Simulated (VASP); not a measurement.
# Pt in VASP: relaxation of the atoms with RPBE

Aim: the relaxation of the atoms of Pt with RPBE.

Everything below comes from runs of VASP 6.6.1. Logs are shortened: lines on timing, memory, paths and dates and some standing lists are left out, and cuts for length are marked.

## 1. The cell of the first run

The cell holds a slab with vacuum, 4 atoms: a = 2.823 Å, b = 2.823 Å, c = 23.916 Å, α = 90.00°, β = 90.00°, γ = 120.00°.

## 2. Relaxation of the atoms, RPBE

File INCAR:

```
  PREC = Accurate
  ENCUT = 520
  EDIFF = 1E-6
  ISMEAR = 0
  SIGMA = 0.1
  LREAL = False
  LASPH = True
  NELM = 60
  ALGO = Normal
  ISIF = 2
  LWAVE = False
  LCHARG = False
  LDIPOL = True
  IDIPOL = 3
  DIPOL = 0.5 0.5 0.500
  GGA = RP
  IBRION = 2
  NSW = 90
  EDIFFG = -0.03
```

File KPOINTS:

```
regular mesh
0
Gamma
  12 12 1
```

File POSCAR:

```
Pt
1.0
    2.8233810868      0.0000000000      0.0000000000
   -1.4116905434      2.4451197457      0.0000000000
    0.0000000000      0.0000000000     23.9158430120
Pt
4
Selective dynamics
Direct
    0.6666666667      0.3333333333      0.3554129368  F F F
    0.3333333333      0.6666666667      0.4518043123  F F F
    0.0000000000      0.0000000000      0.5481956877  T T T
    0.6666666667      0.3333333333      0.6445870632  T T T
```

Potentials or basis: VASP PAW PBE potentials, release 64 (Pt).

On the command line:

```bash
cat potpaw_PBE.64/Pt/POTCAR > POTCAR
mpirun -np 1 vasp_std > vasp.out
```

OUTCAR:

```text
PREC = Accurate
   ENCUT = 520
   EDIFF = 1E-6
   ISMEAR = 0
   LREAL = False
   LASPH = True
   NELM = 60
   ISIF = 2
   GGA = RP
   IBRION = 2
   NSW = 90
   EDIFFG = -0.03

 ion  position               nearest neighbor table
   1  0.667  0.333  0.355-   2 2.82   2 2.82   2 2.82
   2  0.333  0.667  0.452-   3 2.82   3 2.82   3 2.82   1 2.82   1 2.82   1 2.82
   3  0.000  0.000  0.548-   2 2.82   2 2.82   2 2.82   4 2.82   4 2.82   4 2.82
   4  0.667  0.333  0.645-   3 2.82   3 2.82   3 2.82

  LATTYP: Found a hexagonal cell.
 ALAT       =     2.8233810868
 C/A-ratio  =     8.4706393777

  Lattice vectors:

 A1 = (   2.8233810868,   0.0000000000,   0.0000000000)
 A2 = (  -1.4116905434,   2.4451197457,   0.0000000000)
 A3 = (   0.0000000000,   0.0000000000,  23.9158430120)

Analysis of symmetry for initial positions (statically):
=====================================================================
 Subroutine PRICEL returns:
 Original cell was already a primitive cell.

 Routine SETGRP: Setting up the symmetry group for a
 hexagonal supercell.

 Subroutine GETGRP returns: Found 12 space group operations
 (whereof  6 operations were pure point group operations)
 out of a pool of 24 trial point group operations.

The static configuration has the point symmetry C_3v.
 The point group associated with its full space group is D_3d.

Analysis of symmetry for dynamics (positions and initial velocities):
=====================================================================
 Subroutine PRICEL returns:
 Original cell was already a primitive cell.

 Routine SETGRP: Setting up the symmetry group for a
 hexagonal supercell.

 Subroutine GETGRP returns: Found 12 space group operations
 (whereof  6 operations were pure point group operations)
 out of a pool of 24 trial point group operations.

The dynamic configuration has the point symmetry C_3v.
 The point group associated with its full space group is D_3d.

Analysis of constrained symmetry for selective dynamics:
=====================================================================
 Subroutine PRICEL returns:
 Original cell was already a primitive cell.

 Routine SETGRP: Setting up the symmetry group for a
 hexagonal supercell.

 Subroutine GETGRP returns: Found  6 space group operations
 (whereof  6 operations were pure point group operations)
 out of a pool of 24 trial point group operations.

The constrained configuration has the point symmetry C_3v.

 Subroutine INISYM returns: Found  6 space group operations
 (whereof  6 operations are pure point group operations),
 and found     1 'primitive' translations

----------------------------------------------------------------------------------------

                                     Primitive cell

  volume of cell :     165.1031

  direct lattice vectors                    reciprocal lattice vectors
     2.823381087  0.000000000  0.000000000     0.354185273  0.204488963  0.000000000
    -1.411690543  2.445119746  0.000000000     0.000000000  0.408977925  0.000000000
     0.000000000  0.000000000 23.915843012     0.000000000  0.000000000  0.041813287

  length of vectors
     2.823381087  2.823381087 23.915843012     0.408977925  0.408977925  0.041813287

  position of ions in fractional coordinates (direct lattice)
     0.666666667  0.333333333  0.355412937
     0.333333333  0.666666667  0.451804312
     0.000000000  0.000000000  0.548195688
     0.666666667  0.333333333  0.644587063

  ion indices of the primitive-cell ions
   primitive index   ion index
                 1           1
                 2           2
                 3           3
                 4           4

----------------------------------------------------------------------------------------

 KPOINTS: regular mesh

Automatic generation of k-mesh.
 Grid dimensions read from file:
 generate k-points for:   12   12    1

 Generating k-lattice:

  Cartesian coordinates                     Fractional coordinates (reciprocal lattice)
     0.029515439  0.017040747  0.000000000     0.083333333  0.000000000  0.000000000
     0.000000000  0.034081494  0.000000000     0.000000000  0.083333333  0.000000000
     0.000000000  0.000000000  0.041813287     0.000000000  0.000000000  1.000000000

  Length of vectors
     0.034081494  0.034081494  0.041813287

  Shift w.r.t. Gamma in fractional coordinates (k-lattice)
     0.000000000  0.000000000  0.000000000

 Subroutine IBZKPT returns following result:
 ===========================================

 Found     19 irreducible k-points:

 Following reciprocal coordinates:
            Coordinates               Weight
  0.000000  0.000000  0.000000      1.000000
  0.083333  0.000000  0.000000      6.000000
  0.166667  0.000000  0.000000      6.000000
  0.250000  0.000000  0.000000      6.000000
  0.333333  0.000000  0.000000      6.000000
  0.416667  0.000000  0.000000      6.000000
[... 11 lines left out ...]
  0.333333  0.250000  0.000000     12.000000
  0.333333  0.333333  0.000000      2.000000
   k-points           NKPTS =     19   k-points in BZ     NKDIM =     19   number of bands    NBANDS=     24
   number of dos      NEDOS =    301   number of ions     NIONS =      4
   total plane-waves  NPLWV = 103680
   dimension x,y,z NGX =    24 NGY =   24 NGZ =  180
   dimension x,y,z NGXF=    48 NGYF=   48 NGZF=  360
   ions per type =               4
   NGX,Y,Z   is equivalent  to a cutoff of  14.13, 14.13, 12.51 a.u.
   NGXF,Y,Z  is equivalent  to a cutoff of  28.26, 28.26, 25.02 a.u.
 SYSTEM =  unknown system
   PREC   = accura    normal or accurate (medium, high low for compatibility)
   ISTART =      0    job   : 0-new  1-cont  2-samecut
   ICHARG =      2    charge: 1-file 2-atom 10-const
   ISPIN  =      1    spin polarized calculation?
   LNONCOLLINEAR =      F non collinear calculations
   LSORBIT =      F    spin-orbit coupling
   LASPH  =      T    aspherical Exc in radial PAW
   ENCUT  =  520.0 eV  38.22 Ry    6.18 a.u.   5.25  5.25 44.47*2*pi/ulx,y,z
   NELM   =     60;   NELMIN=  2; NELMDL= -5     # of ELM steps
   EDIFF  = 0.1E-05   stopping-criterion for ELM
   LREAL  =      F    real-space projection
   EDIFFG = -.3E-01   stopping-criterion for IOM
   NSW    =     90    number of steps for IOM
   IBRION =      2    ionic relax: 0-MD 1-quasi-New 2-CG
   NFREE  =      1    steps in history (QN), initial steepest desc. (CG)
   ISIF   =      2    stress and relaxation
   ISYM   =      2    0-nonsym 1-usesym 2-fastsym
   POTIM  = 0.5000    time-step for ionic-motion
   TEBEG  =    0.0;   TEEND  =   0.0 temperature during run
   PSTRESS=    0.0 pullay stress
   NELECT =      40.0000    total number of electrons
   NUPDOWN=      -1.0000    fix difference up-down
   EMIN   =  10.00;   EMAX   =-10.00  energy-range for DOS
   EFERMI =   0.00;   METHOD = LEGACY
   ISMEAR =     0;   SIGMA  =   0.10  broadening in eV -4-tet -1-fermi 0-gaus
   EFERMI_NEDOS =   21; number of points for ismear=-14 and -15
   IALGO  =     38    algorithm
   IMIX   =      4    mixing-type and parameters
     AMIX     =   0.40;   BMIX     =  1.00
     AMIX_MAG =   1.60;   BMIX_MAG =  1.00
  volume/ion in A,a.u.               =      41.28       278.54
  Fermi-wavevector in a.u.,A,eV,Ry     =   1.020571  1.928599 14.171343  1.041564
  Thomas-Fermi vector in A             =   2.154147
   LORBIT       =      0    0 simple, 1 ext, 2 COOP (PROOUT), +10 PAW based schemes
   GGA     = RP    functional components
   LHFCALC =     F    Hartree Fock is set to
   AEXX    =    0.0000 exact exchange contribution
   IVDW    =     0    specifies the selected vdW correction
   LEPSILON=     F    determine dielectric tensor
   LRPA    =     F    only Hartree local field effects (RPA)
 conjugate gradient relaxation of ions
 non-spin polarized calculation
 Gauss-broadening in eV      SIGMA  =   0.10
  energy-cutoff  :      520.00
  volume of cell :      165.10
 maximum number of plane-waves:      4484
 NGX is ok and might be reduce to    24
   NGX = 11   NGY = 11   NGZ = 89

--------------------------------------- Ionic step        1  -------------------------------------------

 number of electron      39.9999998 magnetization

 Free energy of the ion-electron system (eV)
  ---------------------------------------------------
  ext. energy  EPLUGINS =         0.00000000
  ---------------------------------------------------
  free energy    TOTEN  =       -20.79033705 eV

  energy without entropy =      -20.75497563  energy(sigma->0) =      -20.77265634

------------------------ aborting loop because EDIFF is reached ----------------------------------------

  FORCE on cell =-STRESS in cart. coord.  units (eV):
  Direction    XX          YY          ZZ          XY          YZ          ZX
  --------------------------------------------------------------------------------------
  -------------------------------------------------------------------------------------
  Total       -4.2105631     -4.2105631     -0.2392913      0.0000000     -0.0000000      0.0000000
  in kB      -40.8597247    -40.8597247     -2.3221068      0.0000000     -0.0000000      0.0000000
  external PRESSURE =     -28.0138521 kB  Pullay stress =       0.0000000 kB
[... 209 lines left out ...]
  FREE ENERGIE OF THE ION-ELECTRON SYSTEM (eV)
  ---------------------------------------------------
  free  energy   TOTEN  =       -20.7927806045 eV

  energy  without entropy=      -20.7571675531  energy(sigma->0) =      -20.77497408

 dipolmoment           0.000000      0.000000      0.000167 electrons x Angstroem

--------------------------------------- Ionic step        7  -------------------------------------------

 number of electron      39.9999998 magnetization

 dipolmoment           0.000000      0.000000     -0.000041 electrons x Angstroem

 Free energy of the ion-electron system (eV)
  ---------------------------------------------------
  ext. energy  EPLUGINS =         0.00000000
  ---------------------------------------------------
  free energy    TOTEN  =       -20.79298278 eV

  energy without entropy =      -20.75731496  energy(sigma->0) =      -20.77514887

 E-fermi :   0.5274     XC(G=0):  -5.7828

 val. band max:        0.5252070965   @ k =   0.0000   0.0000   0.0000
 cond. band min:       0.5366440368   @ k =   0.0833   0.0000   0.0000
 fundamental gap:      0.0114369403
 Fermi energy:         0.5273651834

 k-point     1 :       0.0000    0.0000    0.0000
  band No.  band energies     occupation
      1      -8.5574      2.00000
      2      -7.2258      2.00000
      3      -6.1173      2.00000
      4      -6.0527      2.00000
      5      -2.9575      2.00000
      6      -2.8629      2.00000
[... 502 lines left out ...]
     23       5.2836      0.00000
     24       6.0040      0.00000

------------------------ aborting loop because EDIFF is reached ----------------------------------------

 vacuum level on the upper side and lower side of the slab       (xc-potential included)        -0.078        -0.117

  FORCE on cell =-STRESS in cart. coord.  units (eV):
  Direction    XX          YY          ZZ          XY          YZ          ZX
  --------------------------------------------------------------------------------------
  -------------------------------------------------------------------------------------
  Total       -3.9466300     -3.9466300      0.1149399      0.0000000      0.0000000      0.0000000
  in kB      -38.2984911    -38.2984911      1.1153881      0.0000000      0.0000000      0.0000000
  external PRESSURE =     -25.1605313 kB  Pullay stress =       0.0000000 kB

 VOLUME and BASIS-vectors are now :
 -----------------------------------------------------------------------------
  energy-cutoff  :      520.00
  volume of cell :      165.10
      direct lattice vectors                 reciprocal lattice vectors
     2.823381087  0.000000000  0.000000000     0.354185273  0.204488963  0.000000000
    -1.411690543  2.445119746  0.000000000     0.000000000  0.408977925  0.000000000
     0.000000000  0.000000000 23.915843012     0.000000000  0.000000000  0.041813287
[... 10 lines left out ...]
  FREE ENERGIE OF THE ION-ELECTRON SYSTEM (eV)
  ---------------------------------------------------
  free  energy   TOTEN  =       -20.7929827845 eV

  energy  without entropy=      -20.7573149583  energy(sigma->0) =      -20.77514887

 reached required accuracy - stopping structural energy minimisation

 vacuum level on the upper side and lower side of the slab         6.046         5.994
```

Run time: 13 min. Hardware: 1 thread of Intel Xeon Platinum 8375C at 2.90GHz (Ice Lake), shared host; peak memory 0.34 GiB.

Results:

```yaml
Free_energy: -20.7930 eV
Energy_gained_by_relaxing: 0.7 meV/atom
Ionic_steps: 7
```

Step by step:
```tsv
step	energy change (eV)	largest force on free atoms (eV/Å)	pressure (GPa)
1	0.0000	0.2095	-2.80
2	-0.0015	0.0801	-2.81
3	-0.0017	0.0604	-2.82
4	-0.0017	0.0650	-2.82
5	-0.0019	0.0570	-2.79
6	-0.0024	0.0330	-2.70
7	-0.0026	0.0159	-2.52
```

Final structure:
```cif
data_structure
_symmetry_space_group_name_H-M 'P 1'
_symmetry_Int_Tables_number 1
_cell_length_a 2.8234
_cell_length_b 2.8234
_cell_length_c 23.9158
_cell_angle_alpha 90.000
_cell_angle_beta 90.000
_cell_angle_gamma 120.000
_cell_volume 165.10
loop_
_atom_site_label
_atom_site_type_symbol
_atom_site_fract_x
_atom_site_fract_y
_atom_site_fract_z
_atom_site_occupancy
Pt1 Pt 0.66667 0.33333 0.35541 1
Pt2 Pt 0.33333 0.66667 0.45180 1
Pt3 Pt 0.00000 0.00000 0.54679 1
Pt4 Pt 0.66667 0.33333 0.64336 1
```

Caveat: the highest band is partly filled, so the run has too few bands; the PAW data sets were made with another functional, which shifts forces and pressure a little; spin-orbit coupling is left out, which moves the levels of the heavy elements.
